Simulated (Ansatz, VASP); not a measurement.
# ZnS in VASP and in Ansatz

The input POSCAR:

```
ZnS
1.0
    3.9229990227      0.0000000000      0.0000000000
   -1.9614995113      3.3974168126      0.0000000000
    0.0000000000      0.0000000000     12.4664651431
Zn S
4 4
Direct
    0.0000000000      0.0000000000      0.0001143924
    0.0000000000      0.0000000000      0.5001143924
    0.3333333333      0.6666666667      0.2500706174
    0.6666666667      0.3333333333      0.7500706174
    0.0000000000      0.0000000000      0.1872361436
    0.0000000000      0.0000000000      0.6872361436
    0.3333333333      0.6666666667      0.4375788466
    0.6666666667      0.3333333333      0.9375788466
```

Contents of INCAR.step1:

```
SYSTEM = ZnS
ALGO     = Normal         ! electronic algorithm
EDIFF    = 1E-4           ! SCF threshold, eV
ENCUT    = 520            ! plane-wave cutoff, eV
GGA      = PE             ! functional
ISMEAR   = 0              ! smearing method
LASPH    = .TRUE.         ! aspherical terms in the spheres
LCHARG   = .FALSE.        ! write CHGCAR
LREAL    = .FALSE.        ! projectors in reciprocal space
LWAVE    = .TRUE.         ! write WAVECAR
NBANDS   = 46             ! bands
NELM     = 80             ! most SCF steps
PREC     = Accurate       ! precision mode
SIGMA    = 0.05           ! smearing width, eV
```

Contents of INCAR.step2:

```
SYSTEM = ZnS
ALGO     = Normal         ! electronic algorithm
EDIFF    = 1E-6           ! SCF threshold, eV
ENCUT    = 520            ! plane-wave cutoff, eV
ISIF     = 2              ! what is computed and relaxed
ISMEAR   = 0              ! smearing method
ISTART   = 1            
LASPH    = .TRUE.         ! aspherical terms in the spheres
LCHARG   = .FALSE.        ! write CHGCAR
LMIXTAU  = .TRUE.       
LREAL    = .FALSE.        ! projectors in reciprocal space
LWAVE    = .FALSE.        ! write WAVECAR
METAGGA  = R2SCAN         ! meta-GGA
NBANDS   = 46             ! bands
NELM     = 80             ! most SCF steps
PREC     = Accurate       ! precision mode
SIGMA    = 0.05           ! smearing width, eV
```

The input KPOINTS:

```
k-points
0
G
  6 6 2
  0 0 0
```

Input for Ansatz:

```yaml
crystal:
  lattice:
    - [3.9229990227, 0.0, 0.0]
    - [-1.9614995113, 3.3974168126, 0.0]
    - [0.0, 0.0, 12.4664651431]
  atoms:
    - { symbol: Zn, position: [0.0, 0.0, 0.0001143924] }
    - { symbol: Zn, position: [0.0, 0.0, 0.5001143924] }
    - { symbol: Zn, position: [0.3333333333, 0.6666666667, 0.2500706174] }
    - { symbol: Zn, position: [0.6666666667, 0.3333333333, 0.7500706174] }
    - { symbol: S, position: [0.0, 0.0, 0.1872361436] }
    - { symbol: S, position: [0.0, 0.0, 0.6872361436] }
    - { symbol: S, position: [0.3333333333, 0.6666666667, 0.4375788466] }
    - { symbol: S, position: [0.6666666667, 0.3333333333, 0.9375788466] }
basis:
  ecutwfc: 500
kpoints:
  mp_grid: { grid: [6, 6, 2] }
hamiltonian:
  xc: r2scan
scf:
  occupations: { method: gaussian, width: 0.05 }
output:
  forces: true
  stress: true
  eigenvalues: true
```

Change from the starting cell: strain +0.030 along x and y, +0.000 along z, atoms carried along.

Alike in both runs: task single point; functional r2SCAN; k mesh 6 × 6 × 2; occupations gaussian, width 0.05 eV; no spin polarisation.

|  | VASP | Ansatz |
| --- | --- | --- |
| version | VASP 6.6.1 | Ansatz 0.2.0 |
| potentials or method | VASP PAW PBE potentials, release 64 (Zn, S), cutoff 520 eV | scalar-relativistic, plane waves, PAW |
| valence electrons in the cell | 72 | 72 |

VASP gave:

* gap on the k mesh at the Fermi level (eV): 2.46
* least direct gap on the mesh (eV): 2.46
* pressure (GPa): -4.0
* traceless stress, the component that is largest in VASP (GPa): 2.42
* rms of the force components (eV/Å): 0.090

Question: Estimate Ansatz's values.

Answer: gap on the k mesh at the Fermi level (eV): 2.45; least direct gap on the mesh (eV): 2.45; pressure (GPa): -4.0; traceless stress, the component that is largest in VASP (GPa): 2.39; rms of the force components (eV/Å): 0.089.

VASP's potentials were made for PBE, not for r2SCAN. Atom by atom the forces differ by 0.001 eV/Å (rms over components).
